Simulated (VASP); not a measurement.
# TiO2 (I4/m) in VASP: single point with PBE

Aim: the single point of TiO2 with PBE.

Everything below comes from runs of VASP 6.6.1. Logs are shortened: lines on timing, memory, paths and dates and some standing lists are left out, and cuts for length are marked.

### 1 The cell of the first run

Symmetry: I4/m, No. 87, tetragonal system. Conventional cell: a = 8.603 Å, b = 8.603 Å, c = 3.741 Å, α = 90.00°, β = 90.00°, γ = 90.00°. Ti (site symmetry m) has 6 O at 1.77 to 2.27 Å within 2.3 Å. Within 3.0 Å of O (site symmetry m) lie 4 Ti at 1.93 to 2.27 Å and 11 O at 2.62 to 2.93 Å. O (site symmetry m) has 2 Ti at 1.77 to 1.81 Å within 2.3 Å.

### 2 Single point, PBE

INCAR

```
  PREC = Accurate
  ENCUT = 520
  EDIFF = 1E-6
  ISMEAR = 0
  SIGMA = 0.02
  LREAL = False
  LASPH = True
  NELM = 100
  ALGO = Normal
  ISIF = 2
  LWAVE = False
  LCHARG = False
  GGA = PE
  NBANDS = 60
```

KPOINTS

```
Automatic mesh
0
Gamma
  8 8 8
```

POSCAR

```
TiO2
1.0
   -4.3013778827      4.3013778827      1.8707192048
    4.3013778827     -4.3013778827      1.8707192048
    4.3013778827      4.3013778827     -1.8707192048
Ti O
4 8
Direct
    0.2925782746      0.0099397551      0.3025180297
    0.0099397551      0.7074217254      0.7173614805
    0.9900602449      0.2925782746      0.2826385195
    0.7074217254      0.9900602449      0.6974819703
    0.4985158226      0.1521136163      0.6506294388
    0.1648520910      0.8423343076      0.0071863986
    0.1521136163      0.5014841774      0.6535977937
    0.1576656924      0.1648520910      0.3225177834
    0.8423343076      0.8351479090      0.6774822166
    0.8478863837      0.4985158226      0.3464022063
    0.8351479090      0.1576656924      0.9928136014
    0.5014841774      0.8478863837      0.3493705612
```

Potentials or basis: VASP PAW PBE potentials, release 64 (Ti_sv, O).

Run with:

```console
$ cat potpaw_PBE.64/Ti_sv/POTCAR potpaw_PBE.64/O/POTCAR > POTCAR
$ mpirun -np 1 vasp_std > vasp.out
```

OUTCAR:

```text
PREC = Accurate
   ENCUT = 520
   EDIFF = 1E-6
   ISMEAR = 0
   LREAL = False
   LASPH = True
   NELM = 100
   ISIF = 2
   GGA = PE

 ion  position               nearest neighbor table
   1  0.293  0.010  0.303-   8 1.77   6 1.81  10 1.93  10 1.93   5 2.15  12 2.27
   2  0.010  0.707  0.717-   6 1.77   9 1.81   5 1.93   5 1.93   7 2.15  10 2.27
   3  0.990  0.293  0.283-  11 1.77   8 1.81  12 1.93  12 1.93  10 2.15   7 2.27
   4  0.707  0.990  0.697-   9 1.77  11 1.81   7 1.93   7 1.93  12 2.15   5 2.27
   5  0.499  0.152  0.651-   2 1.93   2 1.93   1 2.15   4 2.27
   6  0.165  0.842  0.007-   2 1.77   1 1.81
   7  0.152  0.501  0.654-   4 1.93   4 1.93   2 2.15   3 2.27
   8  0.158  0.165  0.323-   1 1.77   3 1.81
   9  0.842  0.835  0.677-   4 1.77   2 1.81
  10  0.848  0.499  0.346-   1 1.93   1 1.93   3 2.15   2 2.27
  11  0.835  0.158  0.993-   3 1.77   4 1.81
  12  0.501  0.848  0.349-   3 1.93   3 1.93   4 2.15   1 2.27

  LATTYP: Found a body centered tetragonal cell.
 ALAT       =     8.6027557654
 C/A-ratio  =     0.4349116157

  Lattice vectors:

 A1 = (  -4.3013778827,   4.3013778827,   1.8707192048)
 A2 = (   4.3013778827,  -4.3013778827,   1.8707192048)
 A3 = (   4.3013778827,   4.3013778827,  -1.8707192048)

Analysis of symmetry for initial positions (statically):
=====================================================================
 Subroutine PRICEL returns:
 Original cell was already a primitive cell.

 Routine SETGRP: Setting up the symmetry group for a
 body centered tetragonal supercell.

 Subroutine GETGRP returns: Found  8 space group operations
 (whereof  8 operations were pure point group operations)
 out of a pool of 16 trial point group operations.

The static configuration has the point symmetry C_4h.

Analysis of symmetry for dynamics (positions and initial velocities):
=====================================================================
 Subroutine PRICEL returns:
 Original cell was already a primitive cell.

 Routine SETGRP: Setting up the symmetry group for a
 body centered tetragonal supercell.

 Subroutine GETGRP returns: Found  8 space group operations
 (whereof  8 operations were pure point group operations)
 out of a pool of 16 trial point group operations.

The dynamic configuration has the point symmetry C_4h.

 Subroutine INISYM returns: Found  8 space group operations
 (whereof  8 operations are pure point group operations),
 and found     1 'primitive' translations

----------------------------------------------------------------------------------------

                                     Primitive cell

  volume of cell :     138.4471

  direct lattice vectors                    reciprocal lattice vectors
    -4.301377883  4.301377883  1.870719205     0.000000000  0.116241821  0.267276884
     4.301377883 -4.301377883  1.870719205     0.116241821  0.000000000  0.267276884
     4.301377883  4.301377883 -1.870719205     0.116241821  0.116241821  0.000000000

  length of vectors
     6.364219805  6.364219805  6.364219805     0.291460278  0.291460278  0.164390760

  position of ions in fractional coordinates (direct lattice)
     0.292578275  0.009939755  0.302518030
     0.009939755  0.707421725  0.717361481
     0.990060245  0.292578275  0.282638519
     0.707421725  0.990060245  0.697481970
     0.498515823  0.152113616  0.650629439
     0.164852091  0.842334308  0.007186399
     0.152113616  0.501484177  0.653597794
     0.157665692  0.164852091  0.322517783
     0.842334308  0.835147909  0.677482217
     0.847886384  0.498515823  0.346402206
     0.835147909  0.157665692  0.992813601
     0.501484177  0.847886384  0.349370561

  ion indices of the primitive-cell ions
   primitive index   ion index
                 1           1
                 2           2
                 3           3
                 4           4
                 5           5
                 6           6
                 7           7
                 8           8
                 9           9
                10          10
                11          11
                12          12

----------------------------------------------------------------------------------------

 KPOINTS: Automatic mesh

Automatic generation of k-mesh.
 Grid dimensions read from file:
 generate k-points for:    8    8    8

 Generating k-lattice:

  Cartesian coordinates                     Fractional coordinates (reciprocal lattice)
     0.000000000  0.014530228  0.033409611     0.125000000 -0.000000000  0.000000000
     0.014530228  0.000000000  0.033409611    -0.000000000  0.125000000  0.000000000
     0.014530228  0.014530228  0.000000000     0.000000000  0.000000000  0.125000000

  Length of vectors
     0.036432535  0.036432535  0.020548845

  Shift w.r.t. Gamma in fractional coordinates (k-lattice)
     0.000000000  0.000000000  0.000000000

 Subroutine IBZKPT returns following result:
 ===========================================

 Found     78 irreducible k-points:

 Following reciprocal coordinates:
            Coordinates               Weight
  0.000000  0.000000  0.000000      1.000000
  0.125000  0.000000  0.000000      8.000000
  0.250000  0.000000  0.000000      8.000000
  0.375000  0.000000  0.000000      8.000000
  0.500000  0.000000  0.000000      4.000000
  0.125000  0.125000  0.000000      8.000000
[... 16 lines left out ...]
 -0.375000  0.250000 -0.000000      8.000000
 -0.250000  0.375000  0.000000      8.000000
 [... further k-points ...]
   k-points           NKPTS =     78   k-points in BZ     NKDIM =     78   number of bands    NBANDS=     60
   number of dos      NEDOS =    301   number of ions     NIONS =     12
   total plane-waves  NPLWV = 110592
   dimension x,y,z NGX =    48 NGY =   48 NGZ =   48
   dimension x,y,z NGXF=    96 NGYF=   96 NGZF=   96
   ions per type =               4   8
   NGX,Y,Z   is equivalent  to a cutoff of  12.54, 12.54, 12.54 a.u.
   NGXF,Y,Z  is equivalent  to a cutoff of  25.08, 25.08, 25.08 a.u.
 SYSTEM =  unknown system
   PREC   = accura    normal or accurate (medium, high low for compatibility)
   ISTART =      0    job   : 0-new  1-cont  2-samecut
   ICHARG =      2    charge: 1-file 2-atom 10-const
   ISPIN  =      1    spin polarized calculation?
   LNONCOLLINEAR =      F non collinear calculations
   LSORBIT =      F    spin-orbit coupling
   LASPH  =      T    aspherical Exc in radial PAW
   ENCUT  =  520.0 eV  38.22 Ry    6.18 a.u.  11.83 11.83 11.83*2*pi/ulx,y,z
   NELM   =    100;   NELMIN=  2; NELMDL= -5     # of ELM steps
   EDIFF  = 0.1E-05   stopping-criterion for ELM
   LREAL  =      F    real-space projection
[... 7 lines left out ...]
   TEBEG  =    0.0;   TEEND  =   0.0 temperature during run
   PSTRESS=    0.0 pullay stress
   NELECT =      96.0000    total number of electrons
   NUPDOWN=      -1.0000    fix difference up-down
   EMIN   =  10.00;   EMAX   =-10.00  energy-range for DOS
   EFERMI =   0.00;   METHOD = LEGACY
   ISMEAR =     0;   SIGMA  =   0.02  broadening in eV -4-tet -1-fermi 0-gaus
   EFERMI_NEDOS =   21; number of points for ismear=-14 and -15
   IALGO  =     38    algorithm
   IMIX   =      4    mixing-type and parameters
     AMIX     =   0.40;   BMIX     =  1.00
     AMIX_MAG =   1.60;   BMIX_MAG =  1.00
  volume/ion in A,a.u.               =      11.54        77.86
  Fermi-wavevector in a.u.,A,eV,Ry     =   1.449008  2.738227 28.567103  2.099623
  Thomas-Fermi vector in A             =   2.566783
   LORBIT       =      0    0 simple, 1 ext, 2 COOP (PROOUT), +10 PAW based schemes
   GGA     = PE    functional components
   LHFCALC =     F    Hartree Fock is set to
   AEXX    =    0.0000 exact exchange contribution
   IVDW    =     0    specifies the selected vdW correction
   LEPSILON=     F    determine dielectric tensor
   LRPA    =     F    only Hartree local field effects (RPA)
 non-spin polarized calculation
 Gauss-broadening in eV      SIGMA  =   0.02
  energy-cutoff  :      520.00
  volume of cell :      138.45
 maximum number of plane-waves:      3764
   NGX = 23   NGY = 23   NGZ = 23

 number of electron      96.0000009 magnetization

 Free energy of the ion-electron system (eV)
  ---------------------------------------------------
  ext. energy  EPLUGINS =         0.00000000
  ---------------------------------------------------
  free energy    TOTEN  =      -107.08629446 eV

  energy without entropy =     -107.08629446  energy(sigma->0) =     -107.08629446

 E-fermi :   3.4913     XC(G=0): -10.5776

 val. band max:        3.3422382311   @ k =   0.5000   0.5000   0.5000
 cond. band min:       5.0999620063   @ k =   0.0000   0.0000   0.0000
 fundamental gap:      1.7577237751
 Fermi energy:         3.4912553716

 k-point     1 :       0.0000    0.0000    0.0000
  band No.  band energies     occupation
      1     -52.9056      2.00000
      2     -52.8826      2.00000
      3     -52.8826      2.00000
      4     -52.8635      2.00000
      5     -29.3742      2.00000
      6     -29.3572      2.00000
[... 52 lines left out ...]
     59       8.2108      0.00000
     60       8.2683      0.00000

 k-point     2 :       0.1250    0.0000    0.0000
  band No.  band energies     occupation
      1     -52.9036      2.00000
      2     -52.8822      2.00000
      3     -52.8822      2.00000
      4     -52.8646      2.00000
      5     -29.3671      2.00000
      6     -29.3558      2.00000
[... 1375 lines left out ...]
     59       7.9930      0.00000
     60       8.1811      0.00000

 k-point    24 :      -0.2500    0.3750    0.0000
  band No.  band energies     occupation
      1     -52.9018      2.00000
      2     -52.8841      2.00000
      3     -52.8805      2.00000
      4     -52.8664      2.00000
      5     -29.3585      2.00000
      6     -29.3453      2.00000
[... 52 lines left out ...]
     59       7.9956      0.00000
     60       8.1849      0.00000

 [... further k-points ...]

------------------------ aborting loop because EDIFF is reached ----------------------------------------

  FORCE on cell =-STRESS in cart. coord.  units (eV):
  Direction    XX          YY          ZZ          XY          YZ          ZX
  --------------------------------------------------------------------------------------
  -------------------------------------------------------------------------------------
  Total        9.2460097      9.2460097      9.1673918     -0.0000015     -0.0000000      0.0000000
  in kB      106.9993494    106.9993494    106.0895447     -0.0000173     -0.0000000      0.0000000
  external PRESSURE =     106.6960812 kB  Pullay stress =       0.0000000 kB

 VOLUME and BASIS-vectors are now :
 -----------------------------------------------------------------------------
  energy-cutoff  :      520.00
  volume of cell :      138.45
      direct lattice vectors                 reciprocal lattice vectors
    -4.301377883  4.301377883  1.870719205     0.000000000  0.116241821  0.267276884
     4.301377883 -4.301377883  1.870719205     0.116241821  0.000000000  0.267276884
     4.301377883  4.301377883 -1.870719205     0.116241821  0.116241821  0.000000000

 POSITION                                       TOTAL-FORCE (eV/Angst)
 -----------------------------------------------------------------------------------
      0.08551      2.51698     -0.00000        -0.012869      0.079044      0.000000
      6.08578      0.08551      0.00000        -0.079044     -0.012869     -0.000000
     -1.78440      4.21587      1.87072         0.079044      0.012869     -0.000000
      4.21587      1.78440      1.87072         0.012869     -0.079044     -0.000000
      1.30860      4.28861      0.00000        -0.007885      0.001609     -0.000000
      2.94502     -2.88320      1.87072         0.009012      0.022035      0.000000
      4.31415      1.30860      0.00000        -0.001609     -0.007885      0.000000
      1.41818      1.35636      0.00000         0.022035     -0.009012     -0.000000
      2.88320      2.94502      1.87072        -0.022035      0.009012      0.000000
     -0.01277      2.99278      1.87072         0.001609      0.007885     -0.000000
      1.35636      7.18457      0.00000        -0.009012     -0.022035     -0.000000
      2.99278      0.01277      1.87072         0.007885     -0.001609     -0.000000
 -----------------------------------------------------------------------------------
    total drift:                                0.000000      0.000000     -0.000000

  FREE ENERGIE OF THE ION-ELECTRON SYSTEM (eV)
  ---------------------------------------------------
  free  energy   TOTEN  =      -107.0862944584 eV

  energy  without entropy=     -107.0862944584  energy(sigma->0) =     -107.08629446
```

Wall time 13 min (1 thread of Intel Xeon Platinum 8488C (Sapphire Rapids), shared host); peak memory 0.62 GiB.

Results:

```
Free energy            : -107.0863 eV
Pressure               : 10.7 GPa
Largest force          : 0.080 eV/Å
Band gap on the k mesh : 1.76 eV (least direct gap 2.48 eV)
```

Forces in eV/Å, atoms in the order of the input:
```
Ti  -0.013  0.079  0.000
Ti  -0.079 -0.013  0.000
Ti   0.079  0.013  0.000
Ti   0.013 -0.079  0.000
O   -0.008  0.002  0.000
O    0.009  0.022  0.000
O   -0.002 -0.008  0.000
O    0.022 -0.009  0.000
O   -0.022  0.009  0.000
O    0.002  0.008  0.000
O   -0.009 -0.022  0.000
O    0.008 -0.002  0.000
```

Levels at points of the mesh, in eV from the valence-band top:
| k point | band 46 | band 47 | band 48 | band 49 | band 50 | band 51 |
| --- | --- | --- | --- | --- | --- | --- |
| (0.00, 0.00, 0.00) | -0.94 | -0.94 | -0.72 | 1.76 | 3.14 | 3.14 |
| (0.50, 0.00, 0.00) | -0.75 | -0.70 | -0.37 | 2.98 | 3.35 | 3.40 |
| (0.50, 0.50, 0.00) | -0.97 | -0.93 | -0.70 | 2.39 | 2.66 | 2.90 |
| (0.50, 0.50, 0.50) | -1.16 | -1.15 | 0.00 | 2.97 | 2.97 | 3.07 |

Caveat: the cell stands under pressure.
